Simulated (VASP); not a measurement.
# AlFe (Pm-3m) in VASP: a series of runs, part 2 of 2

VASP 6.6.1. Earlier steps stand in the parts before.

## Step 3: Single point, AM05, collinear spin, ferromagnetic start

POSCAR reads:

```
AlFe
1.0
    2.9100000000      0.0000000000      0.0000000000
    0.0000000000      2.9100000000      0.0000000000
    0.0000000000      0.0000000000      2.9100000000
Fe Al
1 1
Direct
    0.5000000000      0.5000000000      0.5000000000
    0.0000000000      0.0000000000      0.0000000000
```

INCAR.step1 reads:

```
ALGO     = Normal         # electronic algorithm
EDIFF    = 1E-6           # SCF threshold, eV
ENCUT    = 540            # plane-wave cutoff, eV
GGA      = AM             # functional
GGA_COMPAT= F            
ISMEAR   = 1              # smearing method
ISPIN    = 2              # spin polarisation
LASPH    = T              # aspherical terms in the spheres
LCHARG   = T              # write CHGCAR
LMAXMIX  = 4              # l up to which the mixer works
LORBIT   = 11             # projections on sites
LREAL    = F              # projectors in reciprocal space
LWAVE    = F              # write WAVECAR
MAGMOM   = 3 0            # initial moments
NBANDS   = 28             # bands
NELM     = 200            # most SCF steps
PREC     = Accurate       # precision mode
SIGMA    = 0.1            # smearing width, eV
```

KPOINTS.step1 reads:

```
k-points
0
Gamma
  10 10 10
```

INCAR.step2 reads:

```
ALGO     = Normal         # electronic algorithm
EDIFF    = 1E-6           # SCF threshold, eV
EMAX     = 15.5748      
EMIN     = -9.4252      
ENCUT    = 540            # plane-wave cutoff, eV
GGA      = AM             # functional
GGA_COMPAT= F            
ICHARG   = 11             # starting density
ISMEAR   = -5             # smearing method
ISPIN    = 2              # spin polarisation
LASPH    = T              # aspherical terms in the spheres
LCHARG   = F              # write CHGCAR
LMAXMIX  = 4              # l up to which the mixer works
LORBIT   = 11             # projections on sites
LREAL    = F              # projectors in reciprocal space
LWAVE    = F              # write WAVECAR
MAGMOM   = 3 0            # initial moments
NBANDS   = 28             # bands
NEDOS    = 4001           # points of the DOS
NELM     = 200            # most SCF steps
PREC     = Accurate       # precision mode
```

KPOINTS.step2 reads:

```
Automatic mesh
0
Gamma
  27 27 27
  0 0 0
```

Potentials or basis: VASP PAW PBE potentials, release 64 (Fe, Al).

Started as:

```sh
$ cat potpaw_PBE.64/Fe/POTCAR potpaw_PBE.64/Al/POTCAR > POTCAR
$ cp INCAR.step1 INCAR
$ cp KPOINTS.step1 KPOINTS
$ mpirun -np 1 vasp_std > vasp.out
$ cp INCAR.step2 INCAR
$ cp KPOINTS.step2 KPOINTS
$ mpirun -np 1 vasp_std > vasp.out
```

OUTCAR:

```text
EDIFF = 1E-6
   EMIN = -9.4252
   ENCUT = 540
   GGA = AM
   ICHARG = 11
   ISMEAR = -5
   ISPIN = 2
   LASPH = T
   LORBIT = 11
   LREAL = F
   NELM = 200
   PREC = Accurate

 ion  position               nearest neighbor table
   1  0.500  0.500  0.500-   2 2.52   2 2.52   2 2.52   2 2.52   2 2.52   2 2.52   2 2.52   2 2.52

   2  0.000  0.000  0.000-   1 2.52   1 2.52   1 2.52   1 2.52   1 2.52   1 2.52   1 2.52   1 2.52

  LATTYP: Found a simple cubic cell.
 ALAT       =     2.9100000000

  Lattice vectors:

 A1 = (   2.9100000000,   0.0000000000,   0.0000000000)
 A2 = (   0.0000000000,   2.9100000000,   0.0000000000)
 A3 = (   0.0000000000,   0.0000000000,   2.9100000000)

Analysis of symmetry for initial positions (statically):
=====================================================================
 Subroutine PRICEL returns:
 Original cell was already a primitive cell.

 Routine SETGRP: Setting up the symmetry group for a
 simple cubic supercell.

 Subroutine GETGRP returns: Found 48 space group operations
 (whereof 48 operations were pure point group operations)
 out of a pool of 48 trial point group operations.

The static configuration has the point symmetry O_h .

Analysis of symmetry for dynamics (positions and initial velocities):
=====================================================================
 Subroutine PRICEL returns:
 Original cell was already a primitive cell.

 Routine SETGRP: Setting up the symmetry group for a
 simple cubic supercell.

 Subroutine GETGRP returns: Found 48 space group operations
 (whereof 48 operations were pure point group operations)
 out of a pool of 48 trial point group operations.

The dynamic configuration has the point symmetry O_h .

Analysis of structural, dynamic, and magnetic symmetry:
=====================================================================
 Subroutine PRICEL returns:
 Original cell was already a primitive cell.

 Routine SETGRP: Setting up the symmetry group for a
[... 158 lines left out ...]
  free energy    TOTEN  =       -13.36178874 eV

  energy without entropy =      -13.36178874  energy(sigma->0) =      -13.36178874

 E-fermi :   7.5649     XC(G=0): -12.0714

 val. band max:        7.5727670631   @ k =   0.4815   0.4815   0.1852
 cond. band min:       7.5409350881   @ k =   0.4074   0.4074   0.2963
 fundamental gap:     -0.0318319750
 Fermi energy:         7.5648685797

 spin component 1

 k-point     1 :       0.0000    0.0000    0.0000
  band No.  band energies     occupation
      1      -2.6722      1.00000
      2       5.0452      1.00000
      3       5.0452      1.00000
      4       7.1603      1.00000
      5       7.1603      1.00000
      6       7.1603      1.00000
[... 459 lines left out ...]
      6       7.2438      1.00000
[... 9 lines left out ...]
     16      28.5866      0.00000
     17      30.1982      0.00000

 [... further k-points ...]

 spin component 2

 k-point     1 :       0.0000    0.0000    0.0000
  band No.  band energies     occupation
      1      -2.6429      1.00000
      2       5.5505      1.00000
      3       5.5505      1.00000
      4       8.0016      0.00000
      5       8.0016      0.00000
      6       8.0016      0.00000
[... 459 lines left out ...]
      6       8.0949      0.00000
[... 9 lines left out ...]
     16      28.5779      0.00000
     17      30.2519      0.00000

 [... further k-points ...]

 [bands above 17 left out]

------------------------ aborting loop because EDIFF is reached ----------------------------------------

  FORCE on cell =-STRESS in cart. coord.  units (eV):
  Direction    XX          YY          ZZ          XY          YZ          ZX
  --------------------------------------------------------------------------------------
  -------------------------------------------------------------------------------------
  Total       -1.7752317     -1.7752317     -1.7752317     -0.0000000      0.0000000      0.0000000
  in kB     -115.4214826   -115.4214826   -115.4214826     -0.0000000      0.0000000      0.0000000
  external PRESSURE =    -115.4214826 kB  Pullay stress =       0.0000000 kB

 VOLUME and BASIS-vectors are now :
 -----------------------------------------------------------------------------
  energy-cutoff  :      540.00
  volume of cell :       24.64
      direct lattice vectors                 reciprocal lattice vectors
     2.910000000  0.000000000  0.000000000     0.343642612  0.000000000  0.000000000
     0.000000000  2.910000000  0.000000000     0.000000000  0.343642612  0.000000000
     0.000000000  0.000000000  2.910000000     0.000000000  0.000000000  0.343642612

 POSITION                                       TOTAL-FORCE (eV/Angst)
 -----------------------------------------------------------------------------------
      1.45500      1.45500      1.45500         0.000000      0.000000      0.000000
      0.00000      0.00000      0.00000         0.000000      0.000000      0.000000
 -----------------------------------------------------------------------------------
    total drift:                                0.000000     -0.000000     -0.000000

  FREE ENERGIE OF THE ION-ELECTRON SYSTEM (eV)
  ---------------------------------------------------
  free  energy   TOTEN  =       -13.3617887442 eV

  energy  without entropy=      -13.3617887442  energy(sigma->0) =      -13.36178874

 total charge

# of ion       s       p       d       tot
------------------------------------------
    1        0.417   0.474   6.453   7.344
    2        0.393   0.419   0.000   0.813
--------------------------------------------------
tot          0.811   0.894   6.453   8.157

 magnetization (x)

# of ion       s       p       d       tot
------------------------------------------
    1       -0.003   0.005   0.795   0.796
    2       -0.008  -0.017   0.000  -0.025
--------------------------------------------------
tot         -0.011  -0.012   0.795   0.772
```

It took 3.1 min on 1 thread of Intel Xeon Platinum 8488C (Sapphire Rapids), shared host; peak memory 0.68 GiB.

What came out:

```yaml
Net_moment: 0.77 μB per cell
Site_moments: Fe +0.80; Al -0.03 μB
Valence_electrons_inside_the_program's_atomic_spheres: Fe 7.34; Al 0.81
Density_of_states_at_the_Fermi_level: 1.17 states/eV/atom
```

Levels at points of the mesh, in eV from the Fermi level:
Spin up:
| k point | band 4 | band 5 | band 6 | band 7 | band 8 | band 9 |
| --- | --- | --- | --- | --- | --- | --- |
| (0.00, 0.00, 0.00) | -0.40 | -0.40 | -0.40 | 6.11 | 6.11 | 6.11 |
Spin down:
```
           k point  band 3  band 4  band 5  band 6  band 7  band 8
(0.00, 0.00, 0.00)   -2.01    0.44    0.44    0.44    6.15    6.15
```

Caveat: the PAW data sets were made with another functional, which shifts forces and pressure a little; tetrahedron occupations give inexact forces and stress in metals.
